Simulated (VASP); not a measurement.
# Al (Fm-3m) in VASP: a series of runs

The runs below take Al through single point, with LDA, RPBE.

Program: VASP 6.6.1. These are calculated values, not measurements. Logs are shortened: lines on timing, memory, paths and dates and some standing lists are left out, and cuts for length are marked.

**1. The cell of the first run**

It takes space group Fm-3m (No. 225, cubic). The conventional cell has a = 4.076 Å, b = 4.076 Å, c = 4.076 Å, α = 90.00°, β = 90.00°, γ = 90.00°. Al (site symmetry m-3m) has 12 Al at 2.88 Å within 3.8 Å.

**2. Single point, LDA (volume scaled by 1.02)**

Input file INCAR:

```
  PREC = Accurate
  ENCUT = 520
  EDIFF = 1E-6
  ISMEAR = -1
  SIGMA = 0.05
  LREAL = False
  LASPH = True
  NELM = 60
  ALGO = Normal
  ISIF = 2
  LWAVE = False
  LCHARG = False
  GGA = CA
  NBANDS = 8
```

Input file KPOINTS:

```
regular mesh
0
Gamma
  11 11 11
```

Input file POSCAR:

```
Al
1.0
    0.0000000000      2.0382146954      2.0382146954
    2.0382146954      0.0000000000      2.0382146954
    2.0382146954      2.0382146954      0.0000000000
Al
1
Direct
    0.0000000000      0.0000000000      0.0000000000
```

Potentials or basis: VASP PAW LDA potentials, release 64 (Al).

The run is started by

```console
$ cat potpaw_LDA.64/Al/POTCAR > POTCAR
$ mpirun -np 1 vasp_std > vasp.out
```

OUTCAR:

```text
PREC = Accurate
   ENCUT = 520
   EDIFF = 1E-6
   ISMEAR = -1
   LREAL = False
   LASPH = True
   NELM = 60
   ISIF = 2
   GGA = CA

 ion  position               nearest neighbor table
   1  0.000  0.000  0.000-

  LATTYP: Found a face centered cubic cell.
 ALAT       =     4.0764293908

  Lattice vectors:

 A1 = (   0.0000000000,   2.0382146954,   2.0382146954)
 A2 = (   2.0382146954,   0.0000000000,   2.0382146954)
 A3 = (   2.0382146954,   2.0382146954,   0.0000000000)

Analysis of symmetry for initial positions (statically):
=====================================================================
 Subroutine PRICEL returns:
 Original cell was already a primitive cell.

 Routine SETGRP: Setting up the symmetry group for a
 face centered cubic supercell.

 Subroutine GETGRP returns: Found 48 space group operations
[... 9 lines left out ...]

 Routine SETGRP: Setting up the symmetry group for a
 face centered cubic supercell.

 Subroutine GETGRP returns: Found 48 space group operations
 (whereof 48 operations were pure point group operations)
 out of a pool of 48 trial point group operations.

The dynamic configuration has the point symmetry O_h .

 Subroutine INISYM returns: Found 48 space group operations
 (whereof 48 operations are pure point group operations),
 and found     1 'primitive' translations

----------------------------------------------------------------------------------------

                                     Primitive cell

  volume of cell :      16.9348

  direct lattice vectors                    reciprocal lattice vectors
     0.000000000  2.038214695  2.038214695    -0.245312724  0.245312724  0.245312724
     2.038214695  0.000000000  2.038214695     0.245312724 -0.245312724  0.245312724
     2.038214695  2.038214695  0.000000000     0.245312724  0.245312724 -0.245312724

  length of vectors
     2.882470865  2.882470865  2.882470865     0.424894103  0.424894103  0.424894103

  position of ions in fractional coordinates (direct lattice)
     0.000000000  0.000000000  0.000000000

  ion indices of the primitive-cell ions
   primitive index   ion index
                 1           1

----------------------------------------------------------------------------------------

 KPOINTS: regular mesh

Automatic generation of k-mesh.
 Grid dimensions read from file:
 generate k-points for:   11   11   11

 Generating k-lattice:

  Cartesian coordinates                     Fractional coordinates (reciprocal lattice)
    -0.022301157  0.022301157  0.022301157     0.090909091  0.000000000  0.000000000
     0.022301157 -0.022301157  0.022301157     0.000000000  0.090909091  0.000000000
     0.022301157  0.022301157 -0.022301157     0.000000000  0.000000000  0.090909091

  Length of vectors
     0.038626737  0.038626737  0.038626737

  Shift w.r.t. Gamma in fractional coordinates (k-lattice)
     0.000000000  0.000000000  0.000000000

 Subroutine IBZKPT returns following result:
 ===========================================

 Found     56 irreducible k-points:

 Following reciprocal coordinates:
            Coordinates               Weight
  0.000000  0.000000  0.000000      1.000000
  0.090909  0.000000  0.000000      8.000000
  0.181818  0.000000  0.000000      8.000000
  0.272727  0.000000  0.000000      8.000000
  0.363636  0.000000  0.000000      8.000000
  0.454545  0.000000  0.000000      8.000000
[... 16 lines left out ...]
 -0.272727  0.181818  0.000000     24.000000
 -0.181818  0.181818  0.000000     12.000000
 [... further k-points ...]
   k-points           NKPTS =     56   k-points in BZ     NKDIM =     56   number of bands    NBANDS=      8
   number of dos      NEDOS =    301   number of ions     NIONS =      1
   total plane-waves  NPLWV =  13824
   dimension x,y,z NGX =    24 NGY =   24 NGZ =   24
   dimension x,y,z NGXF=    48 NGYF=   48 NGZF=   48
   ions per type =               1
   NGX,Y,Z   is equivalent  to a cutoff of  13.84, 13.84, 13.84 a.u.
   NGXF,Y,Z  is equivalent  to a cutoff of  27.68, 27.68, 27.68 a.u.
 SYSTEM =  unknown system
   PREC   = accura    normal or accurate (medium, high low for compatibility)
   ISTART =      0    job   : 0-new  1-cont  2-samecut
   ICHARG =      2    charge: 1-file 2-atom 10-const
   ISPIN  =      1    spin polarized calculation?
   LNONCOLLINEAR =      F non collinear calculations
   LSORBIT =      F    spin-orbit coupling
   LASPH  =      T    aspherical Exc in radial PAW
   ENCUT  =  520.0 eV  38.22 Ry    6.18 a.u.   5.36  5.36  5.36*2*pi/ulx,y,z
   NELM   =     60;   NELMIN=  2; NELMDL= -5     # of ELM steps
   EDIFF  = 0.1E-05   stopping-criterion for ELM
   LREAL  =      F    real-space projection
   EDIFFG = 0.1E-04   stopping-criterion for IOM
   NSW    =      0    number of steps for IOM
   IBRION =     -1    ionic relax: 0-MD 1-quasi-New 2-CG
   NFREE  =      0    steps in history (QN), initial steepest desc. (CG)
   ISIF   =      2    stress and relaxation
   ISYM   =      2    0-nonsym 1-usesym 2-fastsym
   POTIM  = 0.5000    time-step for ionic-motion
   TEBEG  =    0.0;   TEEND  =   0.0 temperature during run
   PSTRESS=    0.0 pullay stress
   NELECT =       3.0000    total number of electrons
   NUPDOWN=      -1.0000    fix difference up-down
   EMIN   =  10.00;   EMAX   =-10.00  energy-range for DOS
   EFERMI =   0.00;   METHOD = LEGACY
   ISMEAR =    -1;   SIGMA  =   0.05  broadening in eV -4-tet -1-fermi 0-gaus
   EFERMI_NEDOS =   21; number of points for ismear=-14 and -15
   IALGO  =     38    algorithm
   IMIX   =      4    mixing-type and parameters
     AMIX     =   0.40;   BMIX     =  1.00
     AMIX_MAG =   1.60;   BMIX_MAG =  1.00
  volume/ion in A,a.u.               =      16.93       114.28
  Fermi-wavevector in a.u.,A,eV,Ry     =   0.919437  1.737484 11.501882  0.845364
  Thomas-Fermi vector in A             =   2.044631
   LORBIT       =      0    0 simple, 1 ext, 2 COOP (PROOUT), +10 PAW based schemes
   GGA     = CA    functional components
   LHFCALC =     F    Hartree Fock is set to
   AEXX    =    0.0000 exact exchange contribution
   IVDW    =     0    specifies the selected vdW correction
   LEPSILON=     F    determine dielectric tensor
   LRPA    =     F    only Hartree local field effects (RPA)
 non-spin polarized calculation
  energy-cutoff  :      520.00
  volume of cell :       16.93
 maximum number of plane-waves:       470
 NGX is ok and might be reduce to    24
   NGX = 11   NGY = 11   NGZ = 11

 number of electron       3.0000000 magnetization

 Free energy of the ion-electron system (eV)
  ---------------------------------------------------
  ext. energy  EPLUGINS =         0.00000000
  ---------------------------------------------------
  free energy    TOTEN  =        -4.18358226 eV

  energy without entropy =       -4.17951149  energy(sigma->0) =       -4.18154687

 E-fermi :   7.5410     XC(G=0): -10.2480

 val. band max:        7.2975202506   @ k =  -0.4545   0.4545   0.0909
 cond. band min:       7.5466638121   @ k =  -0.4545   0.3636   0.0000
 fundamental gap:      0.2491435615
 Fermi energy:         7.5410489575

 k-point     1 :       0.0000    0.0000    0.0000
  band No.  band energies     occupation
      1      -3.3983      2.00000
      2      19.9555      0.00000
      3      19.9555      0.00000
      4      19.9555      0.00000
      5      21.0787      0.00000
      6      21.0787      0.00000
      7      21.0787      0.00000
      8      23.9493      0.00000

 k-point     2 :       0.0909    0.0000    0.0000
  band No.  band energies     occupation
      1      -3.1781      2.00000
      2      17.0255      0.00000
      3      19.2373      0.00000
      4      19.2373      0.00000
      5      21.9148      0.00000
      6      22.1150      0.00000
      7      22.1150      0.00000
      8      25.4510      0.00000

 k-point     3 :       0.1818    0.0000    0.0000
  band No.  band energies     occupation
      1      -2.5196      2.00000
      2      13.4461      0.00000
      3      18.4892      0.00000
      4      18.4892      0.00000
      5      21.7522      0.00000
      6      22.9483      0.00000
      7      22.9483      0.00000
      8      24.6019      0.00000

 k-point     4 :       0.2727    0.0000    0.0000
  band No.  band energies     occupation
      1      -1.4287      2.00000
      2      10.0794      0.00000
      3      18.0768      0.00000
      4      18.0768      0.00000
      5      21.5202      0.00000
      6      21.5202      0.00000
      7      21.5709      0.00000
      8      25.5784      0.00000

 k-point     5 :       0.3636    0.0000    0.0000
  band No.  band energies     occupation
      1       0.0850      2.00000
      2       7.0273      1.99993
      3      18.0251      0.00000
      4      18.0251      0.00000
      5      20.1346      0.00000
      6      20.1346      0.00000
      7      21.6534      0.00000
      8      24.1099      0.00000

 k-point     6 :       0.4545    0.0000    0.0000
  band No.  band energies     occupation
      1       2.0087      2.00000
      2       4.3300      2.00000
      3      18.3214      0.00000
      4      18.3214      0.00000
      5      19.1032      0.00000
      6      19.1032      0.00000
      7      22.0796      0.00000
      8      22.9484      0.00000

 k-point     7 :       0.0909    0.0909    0.0000
  band No.  band energies     occupation
      1      -3.1048      2.00000
      2      17.9763      0.00000
      3      17.9763      0.00000
      4      18.4222      0.00000
      5      20.4360      0.00000
      6      23.4682      0.00000
      7      23.4682      0.00000
      8      23.6022      0.00000
[... 133 lines left out ...]
 k-point    20 :       0.4545    0.1818    0.0000
  band No.  band energies     occupation
      1       1.4397      2.00000
      2       6.8114      2.00000
      3      13.6663      0.00000
      4      15.0741      0.00000
      5      16.8270      0.00000
      6      24.0668      0.00000
      7      24.3152      0.00000
      8      27.1243      0.00000

 k-point    21 :      -0.4545    0.1818    0.0000
  band No.  band energies     occupation
      1       3.4791      2.00000
      2       4.2609      2.00000
      3      12.6718      0.00000
      4      15.5167      0.00000
      5      17.3438      0.00000
      6      23.1700      0.00000
      7      25.5460      0.00000
      8      27.9812      0.00000

 k-point    22 :      -0.3636    0.1818    0.0000
  band No.  band energies     occupation
      1       2.0785      2.00000
      2       5.9072      2.00000
      3      12.0848      0.00000
      4      16.3334      0.00000
      5      18.2483      0.00000
      6      22.6209      0.00000
      7      25.1716      0.00000
      8      28.0604      0.00000

 k-point    23 :      -0.2727    0.1818    0.0000
  band No.  band energies     occupation
      1       0.2998      2.00000
      2       8.6562      0.00000
      3      11.9404      0.00000
      4      17.5186      0.00000
      5      19.5237      0.00000
      6      22.4227      0.00000
      7      24.7397      0.00000
      8      25.2479      0.00000

 k-point    24 :      -0.1818    0.1818    0.0000
  band No.  band energies     occupation
      1      -1.0668      2.00000
      2      11.3096      0.00000
      3      12.6275      0.00000
      4      19.0483      0.00000
      5      21.1138      0.00000
      6      22.2219      0.00000
      7      23.1261      0.00000
      8      24.1117      0.00000

 [... further k-points ...]
[... 5 lines left out ...]
  --------------------------------------------------------------------------------------
  -------------------------------------------------------------------------------------
  Total       -0.5185145     -0.5185145     -0.5185145      0.0000000      0.0000000      0.0000000
  in kB      -49.0559517    -49.0559517    -49.0559517      0.0000000      0.0000000      0.0000000
  external PRESSURE =     -49.0559517 kB  Pullay stress =       0.0000000 kB

 VOLUME and BASIS-vectors are now :
 -----------------------------------------------------------------------------
  energy-cutoff  :      520.00
  volume of cell :       16.93
      direct lattice vectors                 reciprocal lattice vectors
     0.000000000  2.038214695  2.038214695    -0.245312724  0.245312724  0.245312724
     2.038214695  0.000000000  2.038214695     0.245312724 -0.245312724  0.245312724
     2.038214695  2.038214695  0.000000000     0.245312724  0.245312724 -0.245312724

 POSITION                                       TOTAL-FORCE (eV/Angst)
 -----------------------------------------------------------------------------------
      0.00000      0.00000      0.00000         0.000000      0.000000      0.000000
 -----------------------------------------------------------------------------------
    total drift:                                0.000000     -0.000000     -0.000000

  FREE ENERGIE OF THE ION-ELECTRON SYSTEM (eV)
  ---------------------------------------------------
  free  energy   TOTEN  =        -4.1835822609 eV

  energy  without entropy=       -4.1795114864  energy(sigma->0) =       -4.18154687
```

Wall time 3.4 s (1 thread of AMD EPYC 9R45 (Zen 5), shared host); peak memory 0.09 GiB.

Results:

```yaml
Free_energy: -4.1836 eV
Pressure: -4.9 GPa
```

Levels at points of the mesh, in eV from the Fermi level:
```csv
k point,band 1,band 2,band 3,band 4,band 5,band 6
"(0.00, 0.00, 0.00)",-10.94,12.41,12.41,12.41,13.54,13.54
```

(Continued in part 2 of 2.)
